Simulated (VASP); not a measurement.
GaAs (rocksalt type):

```
Ga As
1.0
     0.00000    2.50942    2.50942
     2.50942    0.00000    2.50942
     2.50942    2.50942    0.00000
Ga As
1 1
Cartesian
  0.0000 0.0000 0.0000
  2.5094 2.5094 2.5094
```

```yaml
Program: VASP 6.6.1
Task: relaxation of cell and atoms
Functional: PBEsol
Potentials_or_basis: VASP PAW PBE potentials, release 64 (Ga_d, As)
Cutoff: 600 eV
k_mesh: 13 × 13 × 13
Occupations: fermi-dirac, width 0.08 eV
Spin: no spin polarisation
```

At the start: pressure 20.6 GPa; volume 15.80 Å³/atom.

Task: Where does the relaxation end?

Result: Over 3 steps the energy falls by 159.1 meV/atom and the volume is 18.71 Å³/atom (+18.4 %); space group Fm-3m (No. 225, to 0.05 Å).

The path:
| step | energy change (eV) | largest force (eV/Å) | pressure (GPa) | volume (Å³) |
| --- | --- | --- | --- | --- |
| 1 | 0.0000 | 0.0000 | 20.57 | 31.60 |
| 2 | -0.2112 | 0.0000 | -7.02 | 41.82 |
| 3 | -0.3181 | 0.0000 | -0.02 | 37.42 |

Final structure:
```cif
data_structure
_symmetry_space_group_name_H-M 'P 1'
_symmetry_Int_Tables_number 1
_cell_length_a 3.7545
_cell_length_b 3.7545
_cell_length_c 3.7545
_cell_angle_alpha 60.000
_cell_angle_beta 60.000
_cell_angle_gamma 60.000
_cell_volume 37.42
loop_
_atom_site_label
_atom_site_type_symbol
_atom_site_fract_x
_atom_site_fract_y
_atom_site_fract_z
_atom_site_occupancy
Ga1 Ga 0.00000 0.00000 0.00000 1
As1 As 0.50000 0.50000 0.50000 1
```

Caveat: the volume moved by over 15 % at a fixed basis, so the end points are rough; the PAW data sets were made with another functional, which shifts forces and pressure a little.
